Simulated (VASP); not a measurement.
# Ga4As4H9 in VASP: single point with PBE

Aim: the single point of Ga4As4H9 with PBE.

Everything below comes from runs of VASP 6.6.1. Logs are shortened: lines on timing, memory, paths and dates and some standing lists are left out, and cuts for length are marked.

## 1. The cell of the first run

The cell holds a wire or tube with vacuum around it, 34 atoms: a = 18.000 Å, b = 18.300 Å, c = 5.963 Å, α = 90.00°, β = 90.00°, γ = 90.00°.

## 2. Single point, PBE

INCAR reads:

```
PREC = Accurate
ENCUT = 520
EDIFF = 1E-6
ISMEAR = 0
SIGMA = 0.05
LREAL = Auto
LASPH = True
NELM = 60
ALGO = Normal
ISIF = 2
LWAVE = False
LCHARG = False
GGA = PE
NBANDS = 104
KPAR = 2
NCORE = 2
```

KPOINTS reads:

```
regular mesh
0
Gamma
  1 1 10
```

POSCAR reads:

```
Ga4As4H9
1.0
   18.0000000000      0.0000000000      0.0000000000
    0.0000000000     18.3000000000      0.0000000000
    0.0000000000      0.0000000000      5.9626252222
Ga As H
8 8 18
Direct
    0.5426388876      0.5419410690     -0.0082917900
    0.5457592345      0.3943016200      0.4916043006
    0.5430712334      0.7036296213      0.4815576684
    0.3925262651      0.5450577775      0.4915859725
    0.7070306382      0.5422841468      0.4816667402
    0.3786337692      0.3806727364     -0.0388289122
    0.3657984106      0.6997502940      0.0668557330
    0.7030155359      0.3679349862      0.0669413520
    0.3141921969      0.6224710768      0.7398855008
    0.6244507455      0.3172300005      0.7399072192
    0.6137087669      0.6118139454      0.7111321337
    0.3144505918      0.4592525270      0.2506955319
    0.6224769756      0.4645894457      0.2353959650
    0.4585177498      0.3175228758      0.2507024169
    0.4640242238      0.6204834805      0.2353810169
    0.4613199694      0.4619825252      0.7464685242
    0.2521832190      0.5720124937      0.8184231063
    0.2670028422      0.6677303685      0.5808459651
    0.5731424747      0.2562451222      0.8184590246
    0.6704569460      0.2707989140      0.5808841440
    0.6610903010      0.6584004844      0.8676651582
    0.6009790163      0.7393384839      0.3192908522
    0.4861775776      0.7469765686      0.6282092342
    0.2498926708      0.4985240815      0.1391722549
    0.2678759873      0.4074203659      0.3924360060
    0.7434205589      0.5992058060      0.3194408752
    0.7510632139      0.4862832277      0.6283033298
    0.4984437654      0.2540187327      0.1391937031
    0.4058224489      0.2717120573      0.3924505386
    0.3245273393      0.3274351701      0.8361710912
    0.2970282892      0.7028009799      0.2279588854
    0.3997149499      0.7665895741      0.9426133957
    0.7060835725      0.3002717052      0.2279932514
    0.7710271223      0.4012333000      0.9428053410
```

Potentials or basis: VASP PAW PBE potentials, release 64 (Ga_d, As, H).

Command:

```bash
$ cat potpaw_PBE.64/Ga_d/POTCAR potpaw_PBE.64/As/POTCAR potpaw_PBE.64/H/POTCAR > POTCAR
$ mpirun -np 4 vasp_std > vasp.out
```

OUTCAR:

```text
PREC = Accurate
   ENCUT = 520
   EDIFF = 1E-6
   ISMEAR = 0
   LREAL = Auto
   LASPH = True
   NELM = 60
   ISIF = 2
   GGA = PE

 ion  position               nearest neighbor table
   1  0.543  0.542  0.992-  11 2.46  15 2.49  13 2.49  16 2.53
   2  0.546  0.394  0.492-  13 2.43  16 2.48  10 2.49  14 2.55
   3  0.543  0.704  0.482-  23 1.56  22 1.57  11 2.51  15 2.55
   4  0.393  0.545  0.492-  15 2.43  16 2.48   9 2.49  12 2.55
   5  0.707  0.542  0.482-  27 1.56  26 1.57  11 2.51  13 2.55
   6  0.379  0.381  0.961-  30 1.57  16 2.46  12 2.53  14 2.53
[... 8 lines left out ...]
  15  0.464  0.620  0.235-   4 2.43   1 2.49   7 2.50   3 2.55
  16  0.461  0.462  0.746-   6 2.46   2 2.48   4 2.48   1 2.53
  17  0.252  0.572  0.818-   9 1.52
  18  0.267  0.668  0.581-   9 1.52
  19  0.573  0.256  0.818-  10 1.52
  20  0.670  0.271  0.581-  10 1.52
  21  0.661  0.658  0.868-  11 1.52
  22  0.601  0.739  0.319-   3 1.57
[... 10 lines left out ...]
  33  0.706  0.300  0.228-   8 1.57
  34  0.771  0.401  0.943-   8 1.55

  LATTYP: Found a simple orthorhombic cell.
 ALAT       =     5.9626252222
 B/A-ratio  =     3.0188045247
 C/A-ratio  =     3.0691179335

  Lattice vectors:

 A1 = (   0.0000000000,   0.0000000000,   5.9626252222)
 A2 = (  18.0000000000,   0.0000000000,   0.0000000000)
 A3 = (   0.0000000000,  18.3000000000,   0.0000000000)

Analysis of symmetry for initial positions (statically):
=====================================================================
 Subroutine PRICEL returns:
 Original cell was already a primitive cell.

 Routine SETGRP: Setting up the symmetry group for a
 simple orthorhombic supercell.

 Subroutine GETGRP returns: Found  1 space group operations
 (whereof  1 operations were pure point group operations)
 out of a pool of  8 trial point group operations.

The static configuration has the point symmetry C_1 .

Analysis of symmetry for dynamics (positions and initial velocities):
=====================================================================
 Subroutine PRICEL returns:
 Original cell was already a primitive cell.

 Routine SETGRP: Setting up the symmetry group for a
 simple orthorhombic supercell.

 Subroutine GETGRP returns: Found  1 space group operations
 (whereof  1 operations were pure point group operations)
 out of a pool of  8 trial point group operations.

The dynamic configuration has the point symmetry C_1 .

 Subroutine INISYM returns: Found  1 space group operations
 (whereof  1 operations are pure point group operations),
 and found     1 'primitive' translations

[... 144 lines left out ...]
   NFREE  =      0    steps in history (QN), initial steepest desc. (CG)
   ISIF   =      2    stress and relaxation
   ISYM   =      2    0-nonsym 1-usesym 2-fastsym
   POTIM  = 0.5000    time-step for ionic-motion
   TEBEG  =    0.0;   TEEND  =   0.0 temperature during run
   PSTRESS=    0.0 pullay stress
   NELECT =     162.0000    total number of electrons
   NUPDOWN=      -1.0000    fix difference up-down
   EMIN   =  10.00;   EMAX   =-10.00  energy-range for DOS
   EFERMI =   0.00;   METHOD = LEGACY
   ISMEAR =     0;   SIGMA  =   0.05  broadening in eV -4-tet -1-fermi 0-gaus
   EFERMI_NEDOS =   21; number of points for ismear=-14 and -15
   IALGO  =     38    algorithm
   IMIX   =      4    mixing-type and parameters
     AMIX     =   0.40;   BMIX     =  1.00
     AMIX_MAG =   1.60;   BMIX_MAG =  1.00
  volume/ion in A,a.u.               =      57.77       389.83
  Fermi-wavevector in a.u.,A,eV,Ry     =   0.712622  1.346661  6.909456  0.507831
  Thomas-Fermi vector in A             =   1.800046
   LORBIT       =      0    0 simple, 1 ext, 2 COOP (PROOUT), +10 PAW based schemes
   GGA     = PE    functional components
   LHFCALC =     F    Hartree Fock is set to
   AEXX    =    0.0000 exact exchange contribution
   IVDW    =     0    specifies the selected vdW correction
   LEPSILON=     F    determine dielectric tensor
   LRPA    =     F    only Hartree local field effects (RPA)
 non-spin polarized calculation
 Gauss-broadening in eV      SIGMA  =   0.05
  energy-cutoff  :      520.00
  volume of cell :     1964.09
 maximum number of plane-waves:     52950
 NGX is ok and might be reduce to   140
   NGX = 67   NGY = 69   NGZ = 23

 number of electron     162.0000009 magnetization

 Free energy of the ion-electron system (eV)
  ---------------------------------------------------
  ext. energy  EPLUGINS =         0.00000000
  ---------------------------------------------------
  free energy    TOTEN  =      -120.69514811 eV

  energy without entropy =     -120.69514811  energy(sigma->0) =     -120.69514811

 E-fermi :  -3.5673     XC(G=0):  -2.9460

 val. band max:       -3.8098439131   @ k =   0.0000   0.0000   0.0000
 cond. band min:      -1.1099164591   @ k =   0.0000   0.0000   0.5000
 fundamental gap:      2.6999274540
 Fermi energy:        -3.5673454006

 k-point     1 :       0.0000    0.0000    0.0000
  band No.  band energies     occupation
      1     -18.1442      2.00000
      2     -18.1201      2.00000
      3     -18.0856      2.00000
      4     -18.0343      2.00000
      5     -18.0108      2.00000
      6     -17.9847      2.00000
[... 565 lines left out ...]
     92       0.7016      0.00000
     93       0.8596      0.00000
 [bands above 93 left out]

------------------------ aborting loop because EDIFF is reached ----------------------------------------

  FORCE on cell =-STRESS in cart. coord.  units (eV):
  Direction    XX          YY          ZZ          XY          YZ          ZX
  --------------------------------------------------------------------------------------
  -------------------------------------------------------------------------------------
  Total        0.2625994      0.2721765      0.2523490      0.0118748      0.0107969      0.0106555
  in kB        0.2142117      0.2220241      0.2058501      0.0096867      0.0088074      0.0086921
  external PRESSURE =       0.2140286 kB  Pullay stress =       0.0000000 kB

 VOLUME and BASIS-vectors are now :
 -----------------------------------------------------------------------------
  energy-cutoff  :      520.00
  volume of cell :     1964.09
      direct lattice vectors                 reciprocal lattice vectors
    18.000000000  0.000000000  0.000000000     0.055555556  0.000000000  0.000000000
     0.000000000 18.300000000  0.000000000     0.000000000  0.054644809  0.000000000
     0.000000000  0.000000000  5.962625222     0.000000000  0.000000000  0.167711362

 POSITION                                       TOTAL-FORCE (eV/Angst)
 -----------------------------------------------------------------------------------
      9.76750      9.91752      5.91318        -0.003603     -0.003123     -0.003139
      9.82367      7.21572      2.93125        -0.001578      0.000520      0.004356
      9.77528     12.87642      2.87135        -0.003361      0.047685     -0.005895
      7.06547      9.97456      2.93114        -0.000952     -0.002067      0.004419
     12.72655      9.92380      2.87200         0.046502     -0.004750     -0.003907
      6.81541      6.96631      5.73110        -0.024147     -0.024405     -0.005822
[... 26 lines left out ...]
     12.70950      5.49497      1.35944        -0.003905      0.007910     -0.011564
     13.87849      7.34257      5.62159        -0.021230     -0.011460      0.015469
 -----------------------------------------------------------------------------------
    total drift:                                0.001739     -0.006651     -0.006512

  FREE ENERGIE OF THE ION-ELECTRON SYSTEM (eV)
  ---------------------------------------------------
  free  energy   TOTEN  =      -120.6951481107 eV

  energy  without entropy=     -120.6951481107  energy(sigma->0) =     -120.69514811
```

It took 11 min on 4 MPI ranks of Intel Xeon Platinum 8488C (Sapphire Rapids), shared host; peak memory 1.2 GiB.

What came out:

| Property | Result |
| --- | --- |
| Free energy | -120.6951 eV |
| Largest force | 0.105 eV/Å |
| Band gap on the k mesh | 2.70 eV (least direct gap 2.78 eV) |

Forces in eV/Å, atoms in the order of the input:
```
Ga  -0.004 -0.003 -0.003
Ga  -0.002  0.001  0.004
Ga  -0.003  0.048 -0.006
Ga  -0.001 -0.002  0.004
Ga   0.047 -0.005 -0.004
Ga  -0.024 -0.024 -0.006
Ga  -0.003  0.043 -0.005
Ga   0.041 -0.006 -0.002
As   0.092  0.023  0.038
As   0.010  0.094  0.038
As  -0.033 -0.031 -0.050
As   0.104 -0.003 -0.013
As   0.009  0.009 -0.006
As   0.001  0.104 -0.010
As   0.013  0.002 -0.008
As   0.010  0.002  0.000
H   -0.058 -0.052  0.016
H   -0.051  0.041 -0.052
H   -0.053 -0.058  0.016
H    0.040 -0.050 -0.052
H    0.044  0.044  0.045
H   -0.023 -0.018  0.023
H    0.016 -0.012 -0.015
H   -0.064  0.041 -0.035
H   -0.051 -0.050  0.045
H   -0.019 -0.023  0.023
H   -0.012  0.016 -0.015
H    0.041 -0.064 -0.035
H   -0.050 -0.051  0.045
H    0.013  0.013  0.010
H    0.008 -0.004 -0.011
H   -0.012 -0.021  0.015
H   -0.004  0.008 -0.012
H   -0.021 -0.011  0.015
```

Levels at points of the mesh, in eV from the valence-band top:
```
           k point  band 79  band 80  band 81  band 82  band 83  band 84
(0.00, 0.00, 0.00)    -0.29    -0.16     0.00     2.78     2.96     3.00
(0.00, 0.00, 0.50)    -0.48    -0.44    -0.23     2.70     2.84     2.89
```
